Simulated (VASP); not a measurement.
LiMoF4, 6 atoms in the cell. It takes space group P4/mmm (No. 123, tetragonal). The conventional cell has a = 4.082 Å, b = 4.082 Å, c = 6.678 Å, α = 90.00°, β = 90.00°, γ = 90.00°. Within 4.2 Å of Li (site symmetry 4/mmm) lie 16 F at 3.17 to 3.91 Å and 4 Li at 4.08 Å. Within 2.7 Å of Mo (site symmetry 4/mmm) lie 6 F at 2.04 Å. Within 2.7 Å of F (site symmetry 4mm) lie 1 Mo at 2.04 Å and 1 F at 2.60 Å. Within 2.7 Å of F (site symmetry mmm) lie 2 Mo at 2.04 Å. 

| Property | Result |
| --- | --- |
| Program | VASP 6.6.1 |
| Task | single point |
| Functional | PBE |
| Potentials or basis | VASP PAW PBE potentials, release 64 (Li_sv, Mo_sv, F) |
| Cutoff | 520 eV |
| k mesh | 4 × 4 × 4 |
| Occupations | gaussian, width 0.1 eV |
| Spin | collinear spin |
| Starting moments | [0.0, 1.0, 0.0, 0.0, 0.0, 0.0] μB |
| Dipole correction | no |
| Further INCAR settings | ALGO = Normal; EDIFF = 1e-07; NBANDS = 36 |

Potentials or basis: VASP PAW PBE potentials, release 64 (Li_sv, Mo_sv, F).

Run with:

```sh
$ cat potpaw_PBE.64/Li_sv/POTCAR potpaw_PBE.64/Mo_sv/POTCAR potpaw_PBE.64/F/POTCAR > POTCAR
$ mpirun -np 1 vasp_std > vasp.out
```

Hardware: 1 thread of Intel(R) Xeon(R) Platinum 8259CL CPU @ 2.50GHz (Skylake/Cascade Lake), on a shared host.

Problem. Estimate the wall time of this run.

Solution. Run time: 2.7 min on 1 thread of Intel(R) Xeon(R) Platinum 8259CL CPU @ 2.50GHz (Skylake/Cascade Lake), on a shared host, peak memory 0.29 GiB. Counts: scf iterations 19, k points 18.
